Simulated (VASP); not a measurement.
# Ru (Fd-3m) in VASP: a series of runs

Runs on Ru. Level: r2SCAN. Tasks: single point.

Program: VASP 6.6.1. These are calculated values, not measurements. Logs are shortened: lines on timing, memory, paths and dates and some standing lists are left out, and cuts for length are marked.

**1. The cell of the first run**

The structure is cubic, space group Fd-3m (No. 227). Conventional cell: a = 5.341 Å, b = 5.341 Å, c = 5.341 Å, α = 90.00°, β = 90.00°, γ = 90.00°. Within 3.1 Å of Ru (site symmetry -43m) lie 4 Ru at 2.31 Å.

This isn't the form of Ru at room conditions, which is hcp.

**2. Single point, r2SCAN (19.05 Å³/atom)**

POSCAR reads:

```
Ru
1.0
    0.0000000000      2.6705532013      2.6705532013
    2.6705532013      0.0000000000      2.6705532013
    2.6705532013      2.6705532013      0.0000000000
Ru
2
Direct
    0.1250000000      0.1250000000      0.1250000000
    0.8750000000      0.8750000000      0.8750000000
```

INCAR.step1 reads:

```
PREC = Accurate ; ENCUT = 520
ISMEAR = -1 ; SIGMA = 0.1
LREAL = F ; LASPH = T
NELM = 80 ; NBANDS = 21
GGA = PE ; ALGO = Normal
EDIFF = 1E-4 ; LWAVE = T
LCHARG = F
```

INCAR.step2 reads:

```
PREC = Accurate ; ENCUT = 520
EDIFF = 1E-6 ; ISMEAR = -1
SIGMA = 0.1 ; LREAL = F
LASPH = T ; NELM = 80
ALGO = Normal ; ISIF = 2
LWAVE = F ; LCHARG = F
METAGGA = R2SCAN ; LMIXTAU = T
NBANDS = 21 ; ISTART = 1
```

KPOINTS reads:

```
Automatic mesh
0
Gamma
  11 11 11
```

Potentials or basis: VASP PAW PBE potentials, release 64 (Ru_pv).

Run with:

```
$ cat potpaw_PBE.64/Ru_pv/POTCAR > POTCAR
$ cp INCAR.step1 INCAR
$ mpirun -np 1 vasp_std > vasp.out
$ cp INCAR.step2 INCAR
$ mpirun -np 1 vasp_std > vasp.out
```

OUTCAR:

```text
PREC = Accurate
   ENCUT = 520
   EDIFF = 1E-6
   ISMEAR = -1
   LREAL = F
   LASPH = T
   NELM = 80
   ISIF = 2
   METAGGA = R2SCAN
   ISTART = 1

 ion  position               nearest neighbor table
   1  0.125  0.125  0.125-   2 2.31   2 2.31   2 2.31   2 2.31
   2  0.875  0.875  0.875-   1 2.31   1 2.31   1 2.31   1 2.31

  LATTYP: Found a face centered cubic cell.
 ALAT       =     5.3411064026

  Lattice vectors:

 A1 = (   0.0000000000,   2.6705532013,   2.6705532013)
 A2 = (   2.6705532013,   0.0000000000,   2.6705532013)
 A3 = (   2.6705532013,   2.6705532013,   0.0000000000)

Analysis of symmetry for initial positions (statically):
=====================================================================
 Subroutine PRICEL returns:
 Original cell was already a primitive cell.

 Routine SETGRP: Setting up the symmetry group for a
 face centered cubic supercell.

 Subroutine GETGRP returns: Found 48 space group operations
 (whereof 12 operations were pure point group operations)
 out of a pool of 48 trial point group operations.

The static configuration has the point symmetry D_3d.
 The point group associated with its full space group is O_h .

Analysis of symmetry for dynamics (positions and initial velocities):
=====================================================================
 Subroutine PRICEL returns:
 Original cell was already a primitive cell.

 Routine SETGRP: Setting up the symmetry group for a
 face centered cubic supercell.

 Subroutine GETGRP returns: Found 48 space group operations
 (whereof 12 operations were pure point group operations)
 out of a pool of 48 trial point group operations.

The dynamic configuration has the point symmetry D_3d.
 The point group associated with its full space group is O_h .

 Subroutine INISYM returns: Found 48 space group operations
 (whereof 12 operations are pure point group operations),
 and found     1 'primitive' translations

----------------------------------------------------------------------------------------

                                     Primitive cell

  volume of cell :      38.0920

  direct lattice vectors                    reciprocal lattice vectors
     0.000000000  2.670553201  2.670553201    -0.187227126  0.187227126  0.187227126
     2.670553201  0.000000000  2.670553201     0.187227126 -0.187227126  0.187227126
     2.670553201  2.670553201  0.000000000     0.187227126  0.187227126 -0.187227126

  length of vectors
     3.776732556  3.776732556  3.776732556     0.324286894  0.324286894  0.324286894

  position of ions in fractional coordinates (direct lattice)
     0.125000000  0.125000000  0.125000000
     0.875000000  0.875000000  0.875000000

  ion indices of the primitive-cell ions
   primitive index   ion index
                 1           1
                 2           2

----------------------------------------------------------------------------------------

 KPOINTS: Automatic mesh

Automatic generation of k-mesh.
 Grid dimensions read from file:
 generate k-points for:   11   11   11

 Generating k-lattice:

  Cartesian coordinates                     Fractional coordinates (reciprocal lattice)
    -0.017020648  0.017020648  0.017020648     0.090909091  0.000000000  0.000000000
     0.017020648 -0.017020648  0.017020648     0.000000000  0.090909091  0.000000000
     0.017020648  0.017020648 -0.017020648     0.000000000  0.000000000  0.090909091

  Length of vectors
     0.029480627  0.029480627  0.029480627

  Shift w.r.t. Gamma in fractional coordinates (k-lattice)
     0.000000000  0.000000000  0.000000000

 Subroutine IBZKPT returns following result:
 ===========================================

 Found     56 irreducible k-points:

 Following reciprocal coordinates:
            Coordinates               Weight
  0.000000  0.000000  0.000000      1.000000
  0.090909  0.000000  0.000000      8.000000
  0.181818  0.000000  0.000000      8.000000
  0.272727  0.000000  0.000000      8.000000
  0.363636  0.000000  0.000000      8.000000
  0.454545  0.000000  0.000000      8.000000
[... 16 lines left out ...]
 -0.272727  0.181818  0.000000     24.000000
 -0.181818  0.181818  0.000000     12.000000
 [... further k-points ...]
   k-points           NKPTS =     56   k-points in BZ     NKDIM =     56   number of bands    NBANDS=     21
   number of dos      NEDOS =    301   number of ions     NIONS =      2
   total plane-waves  NPLWV =  21952
   dimension x,y,z NGX =    28 NGY =   28 NGZ =   28
   dimension x,y,z NGXF=    56 NGYF=   56 NGZF=   56
   ions per type =               2
   NGX,Y,Z   is equivalent  to a cutoff of  12.33, 12.33, 12.33 a.u.
   NGXF,Y,Z  is equivalent  to a cutoff of  24.65, 24.65, 24.65 a.u.
 SYSTEM =  unknown system
   PREC   = accura    normal or accurate (medium, high low for compatibility)
   ISTART =      1    job   : 0-new  1-cont  2-samecut
   ICHARG =      0    charge: 1-file 2-atom 10-const
   ISPIN  =      1    spin polarized calculation?
   LNONCOLLINEAR =      F non collinear calculations
   LSORBIT =      F    spin-orbit coupling
   LASPH  =      T    aspherical Exc in radial PAW
   ENCUT  =  520.0 eV  38.22 Ry    6.18 a.u.   7.02  7.02  7.02*2*pi/ulx,y,z
   NELM   =     80;   NELMIN=  2; NELMDL=  0     # of ELM steps
   EDIFF  = 0.1E-05   stopping-criterion for ELM
   LREAL  =      F    real-space projection
   EDIFFG = 0.1E-04   stopping-criterion for IOM
   NSW    =      0    number of steps for IOM
   IBRION =     -1    ionic relax: 0-MD 1-quasi-New 2-CG
   NFREE  =      0    steps in history (QN), initial steepest desc. (CG)
   ISIF   =      2    stress and relaxation
   ISYM   =      2    0-nonsym 1-usesym 2-fastsym
   POTIM  = 0.5000    time-step for ionic-motion
   TEBEG  =    0.0;   TEEND  =   0.0 temperature during run
   PSTRESS=    0.0 pullay stress
   NELECT =      28.0000    total number of electrons
   NUPDOWN=      -1.0000    fix difference up-down
   EMIN   =  10.00;   EMAX   =-10.00  energy-range for DOS
   EFERMI =   0.00;   METHOD = LEGACY
   ISMEAR =    -1;   SIGMA  =   0.10  broadening in eV -4-tet -1-fermi 0-gaus
   EFERMI_NEDOS =   21; number of points for ismear=-14 and -15
   IALGO  =     38    algorithm
   IMIX   =      4    mixing-type and parameters
     AMIX     =   0.40;   BMIX     =  1.00
     AMIX_MAG =   1.60;   BMIX_MAG =  1.00
  volume/ion in A,a.u.               =      19.05       128.53
  Fermi-wavevector in a.u.,A,eV,Ry     =   1.477462  2.791998 29.700069  2.182894
  Thomas-Fermi vector in A             =   2.591863
   LORBIT       =      0    0 simple, 1 ext, 2 COOP (PROOUT), +10 PAW based schemes
   METAGGA = R2SCAN    functional components
   LHFCALC =     F    Hartree Fock is set to
   AEXX    =    0.0000 exact exchange contribution
   IVDW    =     0    specifies the selected vdW correction
   LEPSILON=     F    determine dielectric tensor
   LRPA    =     F    only Hartree local field effects (RPA)
 non-spin polarized calculation
  energy-cutoff  :      520.00
  volume of cell :       38.09
 maximum number of plane-waves:      1039
   NGX = 13   NGY = 13   NGZ = 13

 number of electron      28.0000002 magnetization

 Free energy of the ion-electron system (eV)
  ---------------------------------------------------
  ext. energy  EPLUGINS =         0.00000000
  ---------------------------------------------------
  free energy    TOTEN  =       -48.51956435 eV

  energy without entropy =      -48.46455692  energy(sigma->0) =      -48.49206064

 E-fermi :   7.7882     XC(G=0): -12.4965

 val. band max:        7.7728594027   @ k =  -0.4545   0.0909   0.0000
 cond. band min:       7.8379125577   @ k =   0.3636   0.2727   0.0909
 fundamental gap:      0.0650531550
 Fermi energy:         7.7881534869

 k-point     1 :       0.0000    0.0000    0.0000
  band No.  band energies     occupation
      1     -36.9539      2.00000
      2     -36.9539      2.00000
      3     -36.9539      2.00000
      4     -35.8355      2.00000
      5     -35.8355      2.00000
      6     -35.8355      2.00000
[... 13 lines left out ...]
     20      21.3230      0.00000
     21      21.6077      0.00000

 k-point     2 :       0.0909    0.0000    0.0000
  band No.  band energies     occupation
      1     -36.9647      2.00000
      2     -36.9647      2.00000
      3     -36.9522      2.00000
      4     -35.8379      2.00000
      5     -35.8239      2.00000
      6     -35.8239      2.00000
[... 13 lines left out ...]
     20      19.9284      0.00000
     21      21.4303      0.00000

 k-point     3 :       0.1818    0.0000    0.0000
  band No.  band energies     occupation
      1     -36.9929      2.00000
      2     -36.9929      2.00000
      3     -36.9481      2.00000
      4     -35.8437      2.00000
      5     -35.7938      2.00000
      6     -35.7937      2.00000
[... 13 lines left out ...]
     20      17.9082      0.00000
     21      20.0865      0.00000

 k-point     4 :       0.2727    0.0000    0.0000
  band No.  band energies     occupation
      1     -37.0277      2.00000
      2     -37.0277      2.00000
      3     -36.9434      2.00000
      4     -35.8506      2.00000
      5     -35.7563      2.00000
      6     -35.7563      2.00000
[... 13 lines left out ...]
     20      16.8091      0.00000
     21      19.3858      0.00000

 k-point     5 :       0.3636    0.0000    0.0000
  band No.  band energies     occupation
      1     -37.0580      2.00000
      2     -37.0580      2.00000
      3     -36.9397      2.00000
      4     -35.8562      2.00000
      5     -35.7237      2.00000
      6     -35.7236      2.00000
[... 13 lines left out ...]
     20      16.8086      0.00000
     21      19.0424      0.00000
[... 382 lines left out ...]
     20      16.8097      0.00000
     21      16.8114      0.00000

 k-point    22 :      -0.3636    0.1818    0.0000
  band No.  band energies     occupation
      1     -37.1771      2.00000
      2     -37.0926      2.00000
      3     -36.7796      2.00000
      4     -36.0139      2.00000
      5     -35.6862      2.00000
      6     -35.6067      2.00000
[... 13 lines left out ...]
     20      16.8086      0.00000
     21      16.8094      0.00000

 k-point    23 :      -0.2727    0.1818    0.0000
  band No.  band energies     occupation
      1     -37.1521      2.00000
      2     -37.0608      2.00000
      3     -36.8197      2.00000
      4     -35.9733      2.00000
      5     -35.7205      2.00000
      6     -35.6318      2.00000
[... 13 lines left out ...]
     20      16.8087      0.00000
     21      16.8094      0.00000

 k-point    24 :      -0.1818    0.1818    0.0000
  band No.  band energies     occupation
      1     -37.1054      2.00000
      2     -37.0262      2.00000
      3     -36.8695      2.00000
      4     -35.9234      2.00000
      5     -35.7577      2.00000
      6     -35.6789      2.00000
[... 13 lines left out ...]
     20      16.8100      0.00000
     21      16.8113      0.00000

 [... further k-points ...]

------------------------ aborting loop because EDIFF is reached ----------------------------------------

  FORCE on cell =-STRESS in cart. coord.  units (eV):
  Direction    XX          YY          ZZ          XY          YZ          ZX
  --------------------------------------------------------------------------------------
  -------------------------------------------------------------------------------------
  Total        2.1478667      2.1478667      2.1478667      0.0000000      0.0000000      0.0000000
  in kB       90.3408581     90.3408581     90.3408581      0.0000000      0.0000000      0.0000000
  external PRESSURE =      90.3408581 kB  Pullay stress =       0.0000000 kB

 VOLUME and BASIS-vectors are now :
 -----------------------------------------------------------------------------
  energy-cutoff  :      520.00
  volume of cell :       38.09
      direct lattice vectors                 reciprocal lattice vectors
     0.000000000  2.670553201  2.670553201    -0.187227126  0.187227126  0.187227126
     2.670553201  0.000000000  2.670553201     0.187227126 -0.187227126  0.187227126
     2.670553201  2.670553201  0.000000000     0.187227126  0.187227126 -0.187227126

 POSITION                                       TOTAL-FORCE (eV/Angst)
 -----------------------------------------------------------------------------------
      0.66764      0.66764      0.66764        -0.000000      0.000000      0.000000
      4.67347      4.67347      4.67347         0.000000     -0.000000     -0.000000
 -----------------------------------------------------------------------------------
    total drift:                                0.000000     -0.000000     -0.000000

  FREE ENERGIE OF THE ION-ELECTRON SYSTEM (eV)
  ---------------------------------------------------
  free  energy   TOTEN  =       -48.5195643507 eV

  energy  without entropy=      -48.4645569249  energy(sigma->0) =      -48.49206064
```

Run time: 83 s. Hardware: 1 thread of AMD EPYC 9R45 (Zen 5), shared host; peak memory 0.15 GiB.

What came out:

| Quantity | Value |
| --- | --- |
| Free energy | -48.5196 eV |
| Pressure | 9.0 GPa |
| Band gap on the k mesh | zero (bands 14 and 15 overlap by 0.94 eV) |

Caveat: the cell stands under pressure; the PAW data sets were made with another functional, which shifts forces and pressure a little.

**3. Single point, r2SCAN (19.84 Å³/atom)**

This run uses another cell than the first one, of 19.84 Å³/atom.

POSCAR reads:

```
Ru
1.0
    0.0000000000      2.7071406684      2.7071406684
    2.7071406684      0.0000000000      2.7071406684
    2.7071406684      2.7071406684      0.0000000000
Ru
2
Direct
    0.1250000000      0.1250000000      0.1250000000
    0.8750000000      0.8750000000      0.8750000000
```

INCAR.step1 reads:

```
SYSTEM = Ru
  ALGO = Normal
  EDIFF = 1E-4
  ENCUT = 520
  GGA = PE
  ISMEAR = -1
  LASPH = .TRUE.
  LCHARG = .FALSE.
  LREAL = .FALSE.
  LWAVE = .TRUE.
  NBANDS = 21
  NELM = 100
  PREC = Accurate
  SIGMA = 0.1
```

INCAR.step2 reads:

```
SYSTEM = Ru
  ALGO = Normal
  EDIFF = 1E-7
  ENCUT = 520
  ISIF = 2
  ISMEAR = -1
  ISTART = 1
  LASPH = .TRUE.
  LCHARG = .TRUE.
  LELF = .TRUE.
  LMIXTAU = .TRUE.
  LREAL = .FALSE.
  LVHAR = .TRUE.
  LWAVE = .FALSE.
  METAGGA = R2SCAN
  NBANDS = 21
  NELM = 100
  PREC = Accurate
  SIGMA = 0.1
```

KPOINTS reads:

```
k-points
0
G
  11 11 11
  0 0 0
```

Potentials or basis: VASP PAW PBE potentials, release 64 (Ru_pv).

Run with:

```
$ cat potpaw_PBE.64/Ru_pv/POTCAR > POTCAR
$ cp INCAR.step1 INCAR
$ mpirun -np 1 vasp_std > vasp.out
$ cp INCAR.step2 INCAR
$ mpirun -np 1 vasp_std > vasp.out
```

OUTCAR:

```text
SYSTEM = Ru
   EDIFF = 1E-7
   ENCUT = 520
   ISIF = 2
   ISMEAR = -1
   ISTART = 1
   LASPH = .TRUE.
   LREAL = .FALSE.
   METAGGA = R2SCAN
   NELM = 100
   PREC = Accurate

 ion  position               nearest neighbor table
   1  0.125  0.125  0.125-   2 2.34   2 2.34   2 2.34   2 2.34
   2  0.875  0.875  0.875-   1 2.34   1 2.34   1 2.34   1 2.34

  LATTYP: Found a face centered cubic cell.
 ALAT       =     5.4142813368

  Lattice vectors:

 A1 = (   0.0000000000,   2.7071406684,   2.7071406684)
[... 764 lines left out ...]

  FORCE on cell =-STRESS in cart. coord.  units (eV):
  Direction    XX          YY          ZZ          XY          YZ          ZX
  --------------------------------------------------------------------------------------
  -------------------------------------------------------------------------------------
  Total        0.2069839      0.2069839      0.2069839      0.0000000      0.0000000     -0.0000000
  in kB        8.3576616      8.3576616      8.3576616      0.0000000      0.0000000     -0.0000000
  external PRESSURE =       8.3576616 kB  Pullay stress =       0.0000000 kB

 VOLUME and BASIS-vectors are now :
 -----------------------------------------------------------------------------
  energy-cutoff  :      520.00
  volume of cell :       39.68
      direct lattice vectors                 reciprocal lattice vectors
     0.000000000  2.707140668  2.707140668    -0.184696719  0.184696719  0.184696719
     2.707140668  0.000000000  2.707140668     0.184696719 -0.184696719  0.184696719
     2.707140668  2.707140668  0.000000000     0.184696719  0.184696719 -0.184696719

 POSITION                                       TOTAL-FORCE (eV/Angst)
 -----------------------------------------------------------------------------------
      0.67679      0.67679      0.67679         0.000000     -0.000000      0.000000
      4.73750      4.73750      4.73750        -0.000000      0.000000     -0.000000
 -----------------------------------------------------------------------------------
    total drift:                                0.000000     -0.000000     -0.000000

  FREE ENERGIE OF THE ION-ELECTRON SYSTEM (eV)
  ---------------------------------------------------
  free  energy   TOTEN  =       -48.5675569666 eV

  energy  without entropy=      -48.5100415636  energy(sigma->0) =      -48.53879927
```

Run time: 1.7 min. Hardware: 1 thread of AMD EPYC 9R45 (Zen 5), shared host; peak memory 0.16 GiB.

Results:

```yaml
Free_energy: -48.5676 eV
Pressure: 0.8 GPa
Band_gap_on_the_k_mesh: zero (bands 14 and 15 overlap by 0.90 eV)
```

Levels at points of the mesh, in eV from the Fermi level:
```
           k point  band 12  band 13  band 14  band 15  band 16  band 17
(0.00, 0.00, 0.00)    -3.47    -0.46    -0.46    -0.46     1.97     1.97
```

Caveat: the PAW data sets were made with another functional, which shifts forces and pressure a little.

The gap in the log of VASP goes by the Fermi energy; the results here count the filled bands.